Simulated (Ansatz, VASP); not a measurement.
Sc in VASP and in Ansatz

```
Sc
1.0
     1.73332    1.00073    8.37704
    -1.73332    1.00073    8.37704
     0.00000   -2.00147    8.37704
Sc
3
Cartesian
  0.0000 0.0000 0.0000
  0.0000 0.0000 5.5846
  0.0000 0.0000 19.5465
```

Alike in both runs: task single point; functional PBEsol; k mesh 6 × 6 × 6; occupations gaussian, width 0.1 eV; no spin polarisation.

|  | VASP | Ansatz |
| --- | --- | --- |
| version | VASP 6.6.1 | Ansatz 0.2.0 |
| potentials or method | VASP PAW PBE potentials, release 64 (Sc_sv), cutoff 520 eV | scalar-relativistic, plane waves, PAW |
| valence electrons in the cell | 33 | 33 |

|  | VASP | Ansatz | Ansatz less VASP |
| --- | --- | --- | --- |
| gap on the k mesh at the Fermi level (eV) | none | none | - |
| pressure (GPa) | -8.2 | -8.2 | 0.00 |
| traceless stress, the component that is largest in VASP (GPa) | -0.51 | -0.51 | 0.000 |
| rms of the force components (eV/Å) | 0.038 | 0.039 | +0.0002 |

VASP's potentials were made for PBE, not for PBEsol. Atom by atom the forces differ by 0.000 eV/Å (rms over components). A gap of «none» marks a metal or a gap that the smearing closes.
